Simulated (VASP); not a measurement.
Set up this calculation in VASP 6.6.1, as the native input.

```yaml
Task: relaxation of cell and atoms
Functional: RPBE
Potentials_or_basis: VASP PAW PBE potentials, release 64 (Au)
Cutoff: 600 eV
k_mesh: 13 × 13 × 4
Occupations: fermi-dirac, width 0.1 eV
Spin: no spin polarisation
Dipole_correction: no
Further_INCAR_settings: ALGO = Normal; EDIFF = 1e-06; IBRION = 2; EDIFFG = -0.01; NSW = 80; ISIF = 3
```

The structure of Au lies in POSCAR:

```
Au
1.0
    2.8837471341      0.0000000000      0.0000000000
   -1.4418735670      2.4973982762      0.0000000000
    0.0000000000      0.0000000000      9.4183181399
Au
4
Direct
    0.0000000000      0.0000000000      0.0000000000
    0.0000000000      0.0000000000      0.5000000000
    0.3333333333      0.6666666667      0.2500000000
    0.6666666667      0.3333333333      0.7500000000
```

One way to write it, as run:

INCAR

```
PREC = Accurate
ENCUT = 600
EDIFF = 1E-6
ISMEAR = -1
SIGMA = 0.1
LREAL = F
LASPH = T
NELM = 60
ALGO = Normal
ISIF = 3
LWAVE = F
LCHARG = F
GGA = RP
IBRION = 2
NSW = 80
EDIFFG = -0.01
```

KPOINTS

```
Automatic mesh
0
Gamma
  13 13 4
```

Potentials or basis: VASP PAW PBE potentials, release 64 (Au).

Command:

```bash
$ cat potpaw_PBE.64/Au/POTCAR > POTCAR
$ mpirun -np 1 vasp_std > vasp.out
```

It gave:

The relaxed volume is 18.49 Å³/atom. The relaxed cell is a = 2.944 Å, b = 2.944 Å, c = 9.855 Å, α = 90.00°, β = 90.00°, γ = 120.00°. The space group after relaxing (to 0.05 Å) is P6_3/mmc (No. 194) and the energy gained by relaxing is 59.8 meV/atom. The ionic steps are 10, the pressure after relaxing is 0.0 GPa and the band gap on the k mesh is zero (band 22 reaches 11.07 eV, above the bottom of band 23 at 6.04 eV).

Caveat: the PAW data sets were made with another functional, which shifts forces and pressure a little; spin-orbit coupling is left out, which moves the levels of the heavy elements.

It took 5.6 min on 1 thread of Intel(R) Xeon(R) 6975P-C (Granite Rapids), with other jobs on the host, peak memory 0.27 GiB.
